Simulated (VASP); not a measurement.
# PbS (wurtzite type) (P6_3mc) in VASP: relaxation of cell and atoms with PBE

Aim: the relaxation of cell and atoms of PbS (wurtzite type) with PBE.

Program: VASP 6.6.1. These are calculated values, not measurements. Logs are shortened: lines on timing, memory, paths and dates and some standing lists are left out, and cuts for length are marked.

## 1. The cell of the first run

Symmetry: P6_3mc, No. 186, hexagonal system. Conventional cell: a = 4.374 Å, b = 4.374 Å, c = 7.129 Å, α = 90.00°, β = 90.00°, γ = 120.00°. Within 3.5 Å of Pb (site symmetry 3m) lie 4 S at 2.68 Å. S (site symmetry 3m) has 4 Pb at 2.68 Å within 3.5 Å.

## 2. Relaxation of cell and atoms, PBE, target pressure 4.5 GPa, at which the enthalpy is minimised

File INCAR:

```
PREC = Accurate
ENCUT = 600
EDIFF = 1E-7
ISMEAR = -1
SIGMA = 0.08
LREAL = False
LASPH = True
NELM = 100
ALGO = Normal
ISIF = 3
LWAVE = False
LCHARG = False
GGA = PE
IBRION = 2
NSW = 60
EDIFFG = -0.005
PSTRESS = 45.0
```

File KPOINTS:

```
regular mesh
0
Gamma
  9 9 5
```

File POSCAR:

```
PbS
1.0
    4.3735032891      0.0000000000      0.0000000000
   -2.1867516446      3.7875649519      0.0000000000
    0.0000000000      0.0000000000      7.1288103612
Pb S
2 2
Direct
    0.3333333333      0.6666666667      0.0000000000
    0.6666666667      0.3333333333      0.5000000000
    0.3333333333      0.6666666667      0.3760000000
    0.6666666667      0.3333333333      0.8760000000
```

Potentials or basis: VASP PAW PBE potentials, release 64 (Pb_d, S).

Started as:

```bash
$ cat potpaw_PBE.64/Pb_d/POTCAR potpaw_PBE.64/S/POTCAR > POTCAR
$ mpirun -np 1 vasp_std > vasp.out
```

OUTCAR:

```text
PREC = Accurate
   ENCUT = 600
   EDIFF = 1E-7
   ISMEAR = -1
   LREAL = False
   LASPH = True
   NELM = 100
   ISIF = 3
   GGA = PE
   IBRION = 2
   NSW = 60
   EDIFFG = -0.005
   PSTRESS = 45.0

 ion  position               nearest neighbor table
   1  0.333  0.667  0.000-   4 2.68   4 2.68   4 2.68   3 2.68
   2  0.667  0.333  0.500-   3 2.68   3 2.68   3 2.68   4 2.68
   3  0.333  0.667  0.376-   2 2.68   2 2.68   2 2.68   1 2.68
   4  0.667  0.333  0.876-   1 2.68   1 2.68   1 2.68   2 2.68

  LATTYP: Found a hexagonal cell.
 ALAT       =     4.3735032891
 C/A-ratio  =     1.6300000000

  Lattice vectors:

 A1 = (   4.3735032891,   0.0000000000,   0.0000000000)
 A2 = (  -2.1867516446,   3.7875649519,   0.0000000000)
 A3 = (   0.0000000000,   0.0000000000,   7.1288103612)

Analysis of symmetry for initial positions (statically):
=====================================================================
 Subroutine PRICEL returns:
 Original cell was already a primitive cell.

 Routine SETGRP: Setting up the symmetry group for a
 hexagonal supercell.

 Subroutine GETGRP returns: Found 12 space group operations
 (whereof  6 operations were pure point group operations)
 out of a pool of 24 trial point group operations.

The static configuration has the point symmetry C_3v.
 The point group associated with its full space group is C_6v.

Analysis of symmetry for dynamics (positions and initial velocities):
=====================================================================
 Subroutine PRICEL returns:
 Original cell was already a primitive cell.

 Routine SETGRP: Setting up the symmetry group for a
 hexagonal supercell.

 Subroutine GETGRP returns: Found 12 space group operations
 (whereof  6 operations were pure point group operations)
 out of a pool of 24 trial point group operations.

The dynamic configuration has the point symmetry C_3v.
 The point group associated with its full space group is C_6v.

 Subroutine INISYM returns: Found 12 space group operations
 (whereof  6 operations are pure point group operations),
 and found     1 'primitive' translations

----------------------------------------------------------------------------------------

                                     Primitive cell

  volume of cell :     118.0882

  direct lattice vectors                    reciprocal lattice vectors
     4.373503289  0.000000000  0.000000000     0.228649651  0.132010937  0.000000000
    -2.186751645  3.787564952  0.000000000     0.000000000  0.264021875  0.000000000
     0.000000000  0.000000000  7.128810361     0.000000000  0.000000000  0.140275859

  length of vectors
     4.373503289  4.373503289  7.128810361     0.264021875  0.264021875  0.140275859

  position of ions in fractional coordinates (direct lattice)
     0.333333333  0.666666667  0.000000000
     0.666666667  0.333333333  0.500000000
     0.333333333  0.666666667  0.376000000
     0.666666667  0.333333333  0.876000000

  ion indices of the primitive-cell ions
   primitive index   ion index
                 1           1
                 2           2
                 3           3
                 4           4

----------------------------------------------------------------------------------------

 KPOINTS: regular mesh

Automatic generation of k-mesh.
 Grid dimensions read from file:
 generate k-points for:    9    9    5

 Generating k-lattice:

  Cartesian coordinates                     Fractional coordinates (reciprocal lattice)
     0.025405517  0.014667882  0.000000000     0.111111111  0.000000000  0.000000000
     0.000000000  0.029335764  0.000000000     0.000000000  0.111111111  0.000000000
     0.000000000  0.000000000  0.028055172     0.000000000  0.000000000  0.200000000

  Length of vectors
     0.029335764  0.029335764  0.028055172

  Shift w.r.t. Gamma in fractional coordinates (k-lattice)
     0.000000000  0.000000000  0.000000000

 Subroutine IBZKPT returns following result:
 ===========================================

 Found     36 irreducible k-points:

 Following reciprocal coordinates:
            Coordinates               Weight
  0.000000  0.000000  0.000000      1.000000
  0.111111  0.000000  0.000000      6.000000
  0.222222  0.000000  0.000000      6.000000
  0.333333 -0.000000  0.000000      6.000000
  0.444444  0.000000  0.000000      6.000000
  0.111111  0.111111  0.000000      6.000000
[... 16 lines left out ...]
  0.333333  0.222222  0.200000     24.000000
  0.333333  0.333333  0.200000      4.000000
 [... further k-points ...]
   k-points           NKPTS =     36   k-points in BZ     NKDIM =     36   number of bands    NBANDS=     24
   number of dos      NEDOS =    301   number of ions     NIONS =      4
   total plane-waves  NPLWV =  77760
   dimension x,y,z NGX =    36 NGY =   36 NGZ =   60
   dimension x,y,z NGXF=    72 NGYF=   72 NGZF=  120
   ions per type =               2   2
   NGX,Y,Z   is equivalent  to a cutoff of  13.68, 13.68, 13.99 a.u.
   NGXF,Y,Z  is equivalent  to a cutoff of  27.37, 27.37, 27.98 a.u.
 SYSTEM =  unknown system
   PREC   = accura    normal or accurate (medium, high low for compatibility)
   ISTART =      0    job   : 0-new  1-cont  2-samecut
   ICHARG =      2    charge: 1-file 2-atom 10-const
   ISPIN  =      1    spin polarized calculation?
   LNONCOLLINEAR =      F non collinear calculations
   LSORBIT =      F    spin-orbit coupling
   LASPH  =      T    aspherical Exc in radial PAW
   ENCUT  =  600.0 eV  44.10 Ry    6.64 a.u.   8.73  8.73 14.24*2*pi/ulx,y,z
   NELM   =    100;   NELMIN=  2; NELMDL= -5     # of ELM steps
   EDIFF  = 0.1E-06   stopping-criterion for ELM
   LREAL  =      F    real-space projection
   EDIFFG = -.5E-02   stopping-criterion for IOM
   NSW    =     60    number of steps for IOM
   IBRION =      2    ionic relax: 0-MD 1-quasi-New 2-CG
   NFREE  =      1    steps in history (QN), initial steepest desc. (CG)
   ISIF   =      3    stress and relaxation
   ISYM   =      2    0-nonsym 1-usesym 2-fastsym
   POTIM  = 0.5000    time-step for ionic-motion
   TEBEG  =    0.0;   TEEND  =   0.0 temperature during run
   PSTRESS=   45.0 pullay stress
   NELECT =      40.0000    total number of electrons
   NUPDOWN=      -1.0000    fix difference up-down
   EMIN   =  10.00;   EMAX   =-10.00  energy-range for DOS
   EFERMI =   0.00;   METHOD = LEGACY
   ISMEAR =    -1;   SIGMA  =   0.08  broadening in eV -4-tet -1-fermi 0-gaus
   EFERMI_NEDOS =   21; number of points for ismear=-14 and -15
   IALGO  =     38    algorithm
   IMIX   =      4    mixing-type and parameters
     AMIX     =   0.40;   BMIX     =  1.00
     AMIX_MAG =   1.60;   BMIX_MAG =  1.00
  volume/ion in A,a.u.               =      29.52       199.22
  Fermi-wavevector in a.u.,A,eV,Ry     =   1.141194  2.156543 17.719175  1.302323
  Thomas-Fermi vector in A             =   2.277894
   LORBIT       =      0    0 simple, 1 ext, 2 COOP (PROOUT), +10 PAW based schemes
   GGA     = PE    functional components
   LHFCALC =     F    Hartree Fock is set to
   AEXX    =    0.0000 exact exchange contribution
   IVDW    =     0    specifies the selected vdW correction
   LEPSILON=     F    determine dielectric tensor
   LRPA    =     F    only Hartree local field effects (RPA)
 conjugate gradient relaxation of ions
 non-spin polarized calculation
  energy-cutoff  :      600.00
  volume of cell :      118.09
 maximum number of plane-waves:      3971
 NGX is ok and might be reduce to    36
   NGX = 17   NGY = 17   NGZ = 29

--------------------------------------- Ionic step        1  -------------------------------------------

 number of electron      40.0000001 magnetization

 Free energy of the ion-electron system (eV)
  ---------------------------------------------------
  ext. energy  EPLUGINS =         0.00000000
  ---------------------------------------------------
  free energy    TOTEN  =       -16.18196450 eV

  energy without entropy =      -16.18194378  energy(sigma->0) =      -16.18195414

------------------------ aborting loop because EDIFF is reached ----------------------------------------

  FORCE on cell =-STRESS in cart. coord.  units (eV):
  Direction    XX          YY          ZZ          XY          YZ          ZX
  --------------------------------------------------------------------------------------
  -------------------------------------------------------------------------------------
  Total        8.5875290      8.5875290      7.4674981     -0.0000000      0.0000000      0.0000000
  in kB      116.5124115    116.5124115    101.3162466     -0.0000000      0.0000000      0.0000000
  external PRESSURE =      66.4470232 kB  Pullay stress =      45.0000000 kB
[... 99 lines left out ...]
  FREE ENERGIE OF THE ION-ELECTRON SYSTEM (eV)
  ---------------------------------------------------
  free  energy   TOTEN  =       -16.7965399010 eV

  energy  without entropy=      -16.7965325935  energy(sigma->0) =      -16.79653625

  enthalpy is  TOTEN    =       -13.1154501130 eV   P V=        3.6810897880

[... ionic steps 4 to 27 ...]

--------------------------------------- Ionic step       28  -------------------------------------------

 number of electron      39.9999995 magnetization

------------------------ aborting loop because EDIFF is reached ----------------------------------------

  FORCE on cell =-STRESS in cart. coord.  units (eV):
  Direction    XX          YY          ZZ          XY          YZ          ZX
  --------------------------------------------------------------------------------------
  -------------------------------------------------------------------------------------
  Total        3.5008254      3.5008254      3.2791010     -0.0000000      0.0000000      0.0000000
  in kB       46.6164760     46.6164760     43.6640258     -0.0000000      0.0000000      0.0000000
  external PRESSURE =       0.6323259 kB  Pullay stress =      45.0000000 kB
[... 65 lines left out ...]
  enthalpy is  TOTEN    =       -13.7052066223 eV   P V=        3.3856448512

--------------------------------------- Ionic step       30  -------------------------------------------

 number of electron      39.9999996 magnetization

 Free energy of the ion-electron system (eV)
  ---------------------------------------------------
  ext. energy  EPLUGINS =         0.00000000
  ---------------------------------------------------
  free energy    TOTEN  =       -17.08881736 eV

  energy without entropy =      -17.08880618  energy(sigma->0) =      -17.08881177

 E-fermi :   5.1246     XC(G=0):  -8.7223

 val. band max:        4.3654624890   @ k =   0.3333   0.3333   0.4000
 cond. band min:       6.0074412187   @ k =   0.2222   0.1111   0.4000
 fundamental gap:      1.6419787297
 Fermi energy:         5.1246311190

 k-point     1 :       0.0000    0.0000    0.0000
  band No.  band energies     occupation
      1     -12.3776      2.00000
      2     -12.2388      2.00000
      3     -12.2388      2.00000
      4     -12.2382      2.00000
      5     -12.2382      2.00000
      6     -12.2299      2.00000
[... 637 lines left out ...]
     23       8.5437      0.00000
     24       8.5756      0.00000

 [... further k-points ...]

------------------------ aborting loop because EDIFF is reached ----------------------------------------

  FORCE on cell =-STRESS in cart. coord.  units (eV):
  Direction    XX          YY          ZZ          XY          YZ          ZX
  --------------------------------------------------------------------------------------
  -------------------------------------------------------------------------------------
  Total        3.3824116      3.3824116      3.3767472     -0.0000000      0.0000000      0.0000000
  in kB       44.9848775     44.9848775     44.9095426     -0.0000000      0.0000000      0.0000000
  external PRESSURE =      -0.0402341 kB  Pullay stress =      45.0000000 kB
[... 19 lines left out ...]
  FREE ENERGIE OF THE ION-ELECTRON SYSTEM (eV)
  ---------------------------------------------------
  free  energy   TOTEN  =       -17.0888173615 eV

  energy  without entropy=      -17.0888061764  energy(sigma->0) =      -17.08881177

  enthalpy is  TOTEN    =       -13.7052686973 eV   P V=        3.3835486642

 reached required accuracy - stopping structural energy minimisation
```

Wall time 19 min (1 thread of Intel Xeon Platinum 8559C (Emerald Rapids), shared host); peak memory 0.34 GiB.

What came out:

```yaml
Free_energy: -17.0888 eV
Relaxed_volume: 30.12 Å³/atom
Relaxed_cell: a = 4.876 Å, b = 4.876 Å, c = 5.851 Å, α = 90.00°, β = 90.00°, γ = 120.00°
Space_group_after_relaxing_to_0.1_Å: P6_3/mmc (No. 194)
Energy_change_on_relaxing_the_run_minimises_the_enthalpy: -226.7 meV/atom
Ionic_steps: 30
Pressure_after_relaxing: 4.5 GPa
Band_gap_on_the_k_mesh: 1.64 eV (least direct gap 1.87 eV)
```

Step by step:
```csv
step,energy change (eV),largest force (eV/Å),pressure (GPa),volume (Å³)
1,0.0000,0.0640,11.14,118.09
2,-0.7756,0.0542,1.28,140.27
3,-0.6146,0.0299,4.44,131.06
4,-0.6070,0.0287,4.56,130.79
5,-0.6091,0.0724,4.57,130.75
6,-0.6130,0.2137,4.62,130.59
7,-0.6058,0.5448,4.83,130.14
8,-0.6064,0.5506,4.82,130.14
9,-0.6081,0.5679,4.81,130.16
10,-0.6115,0.6030,4.79,130.18
11,-0.6175,0.6761,4.76,130.21
12,-0.6259,0.8327,4.70,130.23
13,-0.6450,0.8230,4.56,130.34
14,-0.7006,0.8007,4.15,130.62
15,-0.7998,0.7749,3.33,131.02
16,-0.8828,0.7563,2.25,131.18
17,-0.9029,0.6265,2.31,129.76
18,-0.8425,0.3410,3.28,125.87
19,-0.9019,0.2241,3.49,124.11
20,-0.9033,0.0689,4.55,120.50
21,-0.8902,0.0544,4.77,119.98
22,-0.8935,0.0576,4.72,120.10
23,-0.9033,0.0527,4.55,120.43
24,-0.9125,0.0483,4.39,120.76
25,-0.9118,0.0443,4.40,120.72
26,-0.9095,0.0328,4.44,120.60
27,-0.9039,0.0102,4.54,120.37
28,-0.9025,0.0052,4.56,120.32
29,-0.9089,0.0036,4.46,120.54
30,-0.9069,0.0004,4.50,120.47
```

Final structure:
```xyz
4
Lattice="4.8758 0.0000 0.0000 -2.4379 4.2226 0.0000 0.0000 0.0000 5.8512" Properties=species:S:1:pos:R:3 pbc="T T T"
Pb    0.0000    2.8151    5.4882
Pb    2.4379    1.4075    2.5626
S     0.0000    2.8151    2.5630
S     2.4379    1.4075    5.4887
```

Caveat: the cell is relaxed towards a set pressure, so the run minimises the enthalpy, not the energy; a cell axis changed by over 15 % at a fixed basis, so the end point is rough; spin-orbit coupling is left out, which moves the levels of the heavy elements.
